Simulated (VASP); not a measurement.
Here is a VASP 6.6.1 calculation.

Contents of INCAR:

```
SYSTEM = Sn
PREC = Accurate ; ENCUT = 520
EDIFF = 1E-6 ; ISMEAR = 0
SIGMA = 0.15 ; LREAL = .FALSE.
LASPH = .TRUE. ; NELM = 100
ALGO = Fast ; ISIF = 2
LWAVE = .FALSE. ; LCHARG = .FALSE.
GGA = PS ; NBANDS = 13
```

File KPOINTS:

```
regular mesh
0
G
  22 22 22
  0 0 0
```

Contents of POSCAR:

```
Sn
1.0
   -1.8817569967      1.8630330465      1.8723950216
    1.8817569967     -1.8630330465      1.8723950216
    1.8817569967      1.8630330465     -1.8723950216
Sn
1
Direct
    0.0000000000      0.0000000000      0.0000000000
```

Potentials or basis: VASP PAW PBE potentials, release 64 (Sn_d).

Command:

```console
$ cat potpaw_PBE.64/Sn_d/POTCAR > POTCAR
$ mpirun -np 1 vasp_std > vasp.out
```

(1) Estimate the pressure.

(2) Estimate the band gap on the k mesh.

Answers

(1) -0.3 GPa.

(2) zero (bands 7 and 8 overlap by 10.77 eV).

Caveat: the cell differs from its parent crystal (strain +0.0050 x Voigt [1, -1, 0, 0, 0, 0]); the PAW data sets were made with another functional, which shifts forces and pressure a little; spin-orbit coupling is left out, which moves the levels of the heavy elements.
